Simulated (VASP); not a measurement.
# CaSe: single point with PBE

CaSe:

```
Ca Se
1.0
     4.13168    0.00000    0.00000
    -2.06584    3.57814    0.00000
     0.00000    0.00000    7.16250
Ca Se
2 2
Cartesian
  0.0000 0.0000 0.0000
  0.0000 0.0000 3.5813
  0.0000 2.3854 1.7906
  2.0658 1.1927 5.3719
```

```
Program                : VASP 6.6.1
Task                   : single point
Functional             : PBE
Potentials or basis    : VASP PAW PBE potentials, release 64 (Ca_sv, Se)
Cutoff                 : 520 eV
k mesh                 : 6 × 6 × 2
Occupations            : gaussian, width 0.01 eV
Spin                   : no spin polarisation
Dipole correction      : no
Further INCAR settings : ALGO = Normal; EDIFF = 1e-06; NBANDS = 24
```

The pressure is 0.8 GPa and the band gap on the k mesh is 2.19 eV, indirect (least direct gap 2.43 eV).

Stress tensor (GPa, compression positive):
```
0.74 0.00 0.00
0.00 0.74 0.00
0.00 0.00 0.93
```

Levels at points of the mesh, in eV from the valence-band top:
```tsv
k point	band 13	band 14	band 15	band 16	band 17	band 18	band 19	band 20
(0.00, 0.00, 0.00)	-1.07	-0.35	0.00	0.00	2.43	3.15	3.78	3.78
(0.50, 0.00, 0.00)	-1.75	-1.69	-1.22	-0.87	2.19	3.69	5.06	5.07
(0.00, 0.00, 0.50)	-0.62	-0.62	-0.62	-0.62	3.57	3.57	4.29	4.29
(0.50, 0.00, 0.50)	-1.40	-1.40	-1.05	-1.05	3.01	3.01	4.62	4.62
```

Wall time 85 s on 1 thread of AMD EPYC 7R13, with other jobs on the host, peak memory 0.2 GiB.

Caveat: the k points lie up to 0.44 Å⁻¹ apart. A k mesh can miss the band edges.
